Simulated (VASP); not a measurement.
# TiC (P4/mmm) in VASP: notebook

Runs on TiC. Level: PBE. Tasks: relaxation of cell and atoms.

All numbers are computed with VASP 6.6.1; they aren't measurements. Logs are shortened: lines on timing, memory, paths and dates and some standing lists are left out, and cuts for length are marked.

### Step 1. The cell of the first run

It takes space group P4/mmm (No. 123, tetragonal). The conventional cell has a = 2.539 Å, b = 2.539 Å, c = 3.632 Å, α = 90.00°, β = 90.00°, γ = 90.00°. Ti (site symmetry 4/mmm) has 4 Ti at 2.54 Å and 8 C at 2.55 Å within 3.4 Å. C (site symmetry 4/mmm) has 4 C at 2.54 Å and 8 Ti at 2.55 Å within 3.4 Å.

### Step 2. Relaxation of cell and atoms, PBE

Input file INCAR:

```
PREC     = Accurate       # precision mode
ENCUT    = 600            # plane-wave cutoff, eV
EDIFF    = 1E-7           # SCF threshold, eV
ISMEAR   = -1             # smearing method
SIGMA    = 0.1            # smearing width, eV
LREAL    = False          # projectors in reciprocal space
LASPH    = True           # aspherical terms in the spheres
NELM     = 120            # most SCF steps
ALGO     = Normal         # electronic algorithm
ISIF     = 3              # what is computed and relaxed
LWAVE    = False          # write WAVECAR
LCHARG   = False          # write CHGCAR
GGA      = PE             # functional
IBRION   = 2              # ionic algorithm
NSW      = 60             # ionic steps
EDIFFG   = -0.01          # ionic threshold
GGA_COMPAT= False        
NELMIN   = 4
```

Input file KPOINTS:

```
regular mesh
0
Gamma
  7 7 5
```

Input file POSCAR:

```
TiC
1.0
    2.5385970000      0.0000000000      0.0000000000
    0.0000000000      2.5385970000      0.0000000000
    0.0000000000      0.0000000000      3.6317690000
Ti C
1 1
Direct
    0.0000000000      0.0000000000      0.0000000000
    0.5000000000      0.5000000000      0.5000000000
```

Potentials or basis: VASP PAW PBE potentials, release 64 (Ti_sv, C).

Command:

```bash
cat potpaw_PBE.64/Ti_sv/POTCAR potpaw_PBE.64/C/POTCAR > POTCAR
mpirun -np 1 vasp_std > vasp.out
```

OUTCAR:

```text
PREC = Accurate
   ENCUT = 600
   EDIFF = 1E-7
   ISMEAR = -1
   LREAL = False
   LASPH = True
   NELM = 120
   ISIF = 3
   GGA = PE
   IBRION = 2
   NSW = 60
   EDIFFG = -0.01
   NELMIN = 4

 ion  position               nearest neighbor table
   1  0.000  0.000  0.000-
   2  0.500  0.500  0.500-

  LATTYP: Found a simple tetragonal cell.
 ALAT       =     2.5385970000
 C/A-ratio  =     1.4306205357

  Lattice vectors:

 A1 = (   2.5385970000,   0.0000000000,   0.0000000000)
 A2 = (   0.0000000000,   2.5385970000,   0.0000000000)
 A3 = (   0.0000000000,   0.0000000000,   3.6317690000)

Analysis of symmetry for initial positions (statically):
=====================================================================
 Subroutine PRICEL returns:
 Original cell was already a primitive cell.

 Routine SETGRP: Setting up the symmetry group for a
 simple tetragonal supercell.

 Subroutine GETGRP returns: Found 16 space group operations
 (whereof 16 operations were pure point group operations)
 out of a pool of 16 trial point group operations.

The static configuration has the point symmetry D_4h.

Analysis of symmetry for dynamics (positions and initial velocities):
=====================================================================
 Subroutine PRICEL returns:
 Original cell was already a primitive cell.

 Routine SETGRP: Setting up the symmetry group for a
 simple tetragonal supercell.

 Subroutine GETGRP returns: Found 16 space group operations
 (whereof 16 operations were pure point group operations)
 out of a pool of 16 trial point group operations.

The dynamic configuration has the point symmetry D_4h.

 Subroutine INISYM returns: Found 16 space group operations
 (whereof 16 operations are pure point group operations),
 and found     1 'primitive' translations

----------------------------------------------------------------------------------------

                                     Primitive cell

  volume of cell :      23.4048

  direct lattice vectors                    reciprocal lattice vectors
     2.538597000  0.000000000  0.000000000     0.393918373  0.000000000  0.000000000
     0.000000000  2.538597000  0.000000000     0.000000000  0.393918373  0.000000000
     0.000000000  0.000000000  3.631769000     0.000000000  0.000000000  0.275347909

  length of vectors
     2.538597000  2.538597000  3.631769000     0.393918373  0.393918373  0.275347909

  position of ions in fractional coordinates (direct lattice)
     0.000000000  0.000000000  0.000000000
     0.500000000  0.500000000  0.500000000

  ion indices of the primitive-cell ions
   primitive index   ion index
                 1           1
                 2           2

----------------------------------------------------------------------------------------

 KPOINTS: regular mesh

Automatic generation of k-mesh.
 Grid dimensions read from file:
 generate k-points for:    7    7    5

 Generating k-lattice:

  Cartesian coordinates                     Fractional coordinates (reciprocal lattice)
     0.056274053  0.000000000  0.000000000     0.142857143  0.000000000  0.000000000
     0.000000000  0.056274053  0.000000000     0.000000000  0.142857143  0.000000000
     0.000000000  0.000000000  0.055069582     0.000000000  0.000000000  0.200000000

  Length of vectors
     0.056274053  0.056274053  0.055069582

  Shift w.r.t. Gamma in fractional coordinates (k-lattice)
     0.000000000  0.000000000  0.000000000

 Subroutine IBZKPT returns following result:
 ===========================================

 Found     30 irreducible k-points:

 Following reciprocal coordinates:
            Coordinates               Weight
  0.000000  0.000000  0.000000      1.000000
  0.142857  0.000000  0.000000      4.000000
  0.285714  0.000000  0.000000      4.000000
  0.428571  0.000000  0.000000      4.000000
  0.142857  0.142857  0.000000      4.000000
  0.285714  0.142857  0.000000      8.000000
[... 16 lines left out ...]
  0.285714  0.000000  0.400000      8.000000
  0.428571  0.000000  0.400000      8.000000
 [... further k-points ...]
   k-points           NKPTS =     30   k-points in BZ     NKDIM =     30   number of bands    NBANDS=     12
   number of dos      NEDOS =    301   number of ions     NIONS =      2
   total plane-waves  NPLWV =  12000
   dimension x,y,z NGX =    20 NGY =   20 NGZ =   30
   dimension x,y,z NGXF=    40 NGYF=   40 NGZF=   60
   ions per type =               1   1
   NGX,Y,Z   is equivalent  to a cutoff of  13.10, 13.10, 13.73 a.u.
   NGXF,Y,Z  is equivalent  to a cutoff of  26.19, 26.19, 27.47 a.u.
 SYSTEM =  unknown system
   PREC   = accura    normal or accurate (medium, high low for compatibility)
   ISTART =      0    job   : 0-new  1-cont  2-samecut
   ICHARG =      2    charge: 1-file 2-atom 10-const
   ISPIN  =      1    spin polarized calculation?
   LNONCOLLINEAR =      F non collinear calculations
   LSORBIT =      F    spin-orbit coupling
   LASPH  =      T    aspherical Exc in radial PAW
   ENCUT  =  600.0 eV  44.10 Ry    6.64 a.u.   5.07  5.07  7.25*2*pi/ulx,y,z
   NELM   =    120;   NELMIN=  4; NELMDL= -5     # of ELM steps
   EDIFF  = 0.1E-06   stopping-criterion for ELM
   LREAL  =      F    real-space projection
   EDIFFG = -.1E-01   stopping-criterion for IOM
   NSW    =     60    number of steps for IOM
   IBRION =      2    ionic relax: 0-MD 1-quasi-New 2-CG
   NFREE  =      1    steps in history (QN), initial steepest desc. (CG)
   ISIF   =      3    stress and relaxation
   ISYM   =      2    0-nonsym 1-usesym 2-fastsym
   POTIM  = 0.5000    time-step for ionic-motion
   TEBEG  =    0.0;   TEEND  =   0.0 temperature during run
   PSTRESS=    0.0 pullay stress
   NELECT =      16.0000    total number of electrons
   NUPDOWN=      -1.0000    fix difference up-down
   EMIN   =  10.00;   EMAX   =-10.00  energy-range for DOS
   EFERMI =   0.00;   METHOD = LEGACY
   ISMEAR =    -1;   SIGMA  =   0.10  broadening in eV -4-tet -1-fermi 0-gaus
   EFERMI_NEDOS =   21; number of points for ismear=-14 and -15
   IALGO  =     38    algorithm
   IMIX   =      4    mixing-type and parameters
     AMIX     =   0.40;   BMIX     =  1.00
     AMIX_MAG =   1.60;   BMIX_MAG =  1.00
  volume/ion in A,a.u.               =      11.70        78.97
  Fermi-wavevector in a.u.,A,eV,Ry     =   1.442158  2.725284 28.297674  2.079820
  Thomas-Fermi vector in A             =   2.560710
   LORBIT       =      0    0 simple, 1 ext, 2 COOP (PROOUT), +10 PAW based schemes
   GGA     = PE    functional components
   LHFCALC =     F    Hartree Fock is set to
   AEXX    =    0.0000 exact exchange contribution
   IVDW    =     0    specifies the selected vdW correction
   LEPSILON=     F    determine dielectric tensor
   LRPA    =     F    only Hartree local field effects (RPA)
 conjugate gradient relaxation of ions
 non-spin polarized calculation
  energy-cutoff  :      600.00
  volume of cell :       23.40
 maximum number of plane-waves:       790
   NGX = 11   NGY = 11   NGZ = 15

--------------------------------------- Ionic step        1  -------------------------------------------

 number of electron      16.0000005 magnetization

 Free energy of the ion-electron system (eV)
  ---------------------------------------------------
  ext. energy  EPLUGINS =         0.00000000
  ---------------------------------------------------
  free energy    TOTEN  =       -15.36830132 eV

  energy without entropy =      -15.34503715  energy(sigma->0) =      -15.35666924

 E-fermi :   8.5529     XC(G=0): -12.0508

 val. band max:        8.5264412052   @ k =   0.4286   0.4286   0.0000
 cond. band min:       8.5776255718   @ k =   0.0000   0.0000   0.4000
 fundamental gap:      0.0511843666
 Fermi energy:         8.5528746839

 k-point     1 :       0.0000    0.0000    0.0000
  band No.  band energies     occupation
      1     -48.5329      2.00000
      2     -24.8094      2.00000
      3     -24.1253      2.00000
      4     -24.1253      2.00000
      5      -4.3069      2.00000
      6       6.0710      2.00000
      7       6.1955      2.00000
      8       6.7781      2.00000
      9      11.2315      0.00000
     10      11.2315      0.00000
     11      11.2757      0.00000
     12      11.2757      0.00000
[... 331 lines left out ...]
 k-point    24 :       0.4286    0.0000    0.4000
  band No.  band energies     occupation
      1     -48.3553      2.00000
      2     -25.2284      2.00000
      3     -24.7044      2.00000
      4     -24.0224      2.00000
      5      -1.5494      2.00000
      6       4.1174      2.00000
      7       5.4552      2.00000
      8       7.5027      1.99995
      9      10.3768      0.00000
     10      10.8103      0.00000
     11      11.0114      0.00000
     12      11.2890      0.00000

 [... further k-points ...]

------------------------ aborting loop because EDIFF is reached ----------------------------------------

  FORCE on cell =-STRESS in cart. coord.  units (eV):
  Direction    XX          YY          ZZ          XY          YZ          ZX
  --------------------------------------------------------------------------------------
  -------------------------------------------------------------------------------------
  Total       -0.5558100     -0.5558100     -8.9735993      0.0000000     -0.0000000     -0.0000000
  in kB      -38.0479462    -38.0479462   -614.2872636      0.0000000     -0.0000000     -0.0000000
  external PRESSURE =    -230.1277186 kB  Pullay stress =       0.0000000 kB
[... 273 lines left out ...]
  energy  without entropy=      -16.3858598664  energy(sigma->0) =      -16.41742452

--------------------------------------- Ionic step        9  -------------------------------------------

 number of electron      15.9999994 magnetization

 Free energy of the ion-electron system (eV)
  ---------------------------------------------------
  ext. energy  EPLUGINS =         0.00000000
  ---------------------------------------------------
  free energy    TOTEN  =       -16.44931302 eV

  energy without entropy =      -16.38636814  energy(sigma->0) =      -16.41784058

 E-fermi :  10.2274     XC(G=0): -12.9062

 val. band max:       10.2187200622   @ k =   0.4286   0.1429   0.2000
 cond. band min:      10.2417742327   @ k =   0.4286   0.1429   0.4000
 fundamental gap:      0.0230541705
 Fermi energy:        10.2273698639

 k-point     1 :       0.0000    0.0000    0.0000
  band No.  band energies     occupation
      1     -46.5833      2.00000
      2     -22.6650      2.00000
      3     -22.3421      2.00000
      4     -22.3421      2.00000
      5      -3.0070      2.00000
      6       8.4644      2.00000
      7       8.5349      2.00000
      8      10.3691      0.39027
      9      12.1416      0.00000
     10      12.1416      0.00000
     11      13.3063      0.00000
     12      13.3063      0.00000
[... 331 lines left out ...]
 k-point    24 :       0.4286    0.0000    0.4000
  band No.  band energies     occupation
      1     -46.4104      2.00000
      2     -23.1873      2.00000
      3     -22.9241      2.00000
      4     -22.2272      2.00000
      5      -0.0711      2.00000
      6       6.0624      2.00000
      7       7.0207      2.00000
      8       9.6692      1.99250
      9      11.5311      0.00000
     10      12.4349      0.00000
     11      14.1885      0.00000
     12      14.2370      0.00000

 [... further k-points ...]

------------------------ aborting loop because EDIFF is reached ----------------------------------------

  FORCE on cell =-STRESS in cart. coord.  units (eV):
  Direction    XX          YY          ZZ          XY          YZ          ZX
  --------------------------------------------------------------------------------------
  -------------------------------------------------------------------------------------
  Total       -0.0085932     -0.0085932      0.0012623      0.0000000     -0.0000000     -0.0000000
  in kB       -0.6934573     -0.6934573      0.1018616      0.0000000     -0.0000000     -0.0000000
  external PRESSURE =      -0.4283510 kB  Pullay stress =       0.0000000 kB
[... 17 lines left out ...]
  FREE ENERGIE OF THE ION-ELECTRON SYSTEM (eV)
  ---------------------------------------------------
  free  energy   TOTEN  =       -16.4493130186 eV

  energy  without entropy=      -16.3863681375  energy(sigma->0) =      -16.41784058

 reached required accuracy - stopping structural energy minimisation
```

Wall time 68 s (1 thread of Intel Xeon 6975P-C (Granite Rapids), shared host); peak memory 0.14 GiB.

What came out:

| Property | Result |
| --- | --- |
| Free energy | -16.4493 eV |
| Relaxed volume | 9.93 Å³/atom |
| Relaxed cell | a = 2.618 Å, b = 2.618 Å, c = 2.896 Å, α = 90.00°, β = 90.00°, γ = 90.00° |
| Space group after relaxing (to 0.1 Å) | P4/mmm (No. 123) |
| Energy gained by relaxing | 540.5 meV/atom |
| Ionic steps | 9 |
| Pressure after relaxing | 0.0 GPa |
| Band gap on the k mesh | zero (bands 8 and 9 overlap by 1.02 eV) |

Stress tensor (GPa, compression positive):
```
-0.07  0.00  0.00
 0.00 -0.07  0.00
 0.00  0.00  0.01
```

The path:
```tsv
step	energy change (eV)	largest force (eV/Å)	pressure (GPa)	volume (Å³)
1	0.0000	0.0000	-23.01	23.40
2	-0.9146	0.0000	28.31	17.85
3	-0.9922	0.0000	12.56	18.79
4	-0.9924	0.0000	10.80	18.91
5	-1.0781	0.0000	-3.12	20.14
6	-1.0792	0.0000	-1.71	20.00
7	-1.0792	0.0000	-1.91	20.02
8	-1.0807	0.0000	0.74	19.79
9	-1.0810	0.0000	-0.04	19.85
```

Final structure:
```cif
data_structure
_symmetry_space_group_name_H-M 'P 1'
_symmetry_Int_Tables_number 1
_cell_length_a 2.6185
_cell_length_b 2.6185
_cell_length_c 2.8957
_cell_angle_alpha 90.000
_cell_angle_beta 90.000
_cell_angle_gamma 90.000
_cell_volume 19.85
loop_
_atom_site_label
_atom_site_type_symbol
_atom_site_fract_x
_atom_site_fract_y
_atom_site_fract_z
_atom_site_occupancy
Ti1 Ti 0.00000 0.00000 0.00000 1
C1 C 0.50000 0.50000 0.50000 1
```

Levels at points of the mesh, in eV from the Fermi level:
| k point | band 5 | band 6 | band 7 | band 8 | band 9 | band 10 | band 11 | band 12 |
| --- | --- | --- | --- | --- | --- | --- | --- | --- |
| (0.00, 0.00, 0.00) | -13.23 | -1.76 | -1.69 | 0.14 | 1.91 | 1.91 | 3.08 | 3.08 |

Caveat: the volume moved by over 15 % at a fixed basis, so the end points are rough.

(Continued in part 2 of 2.)
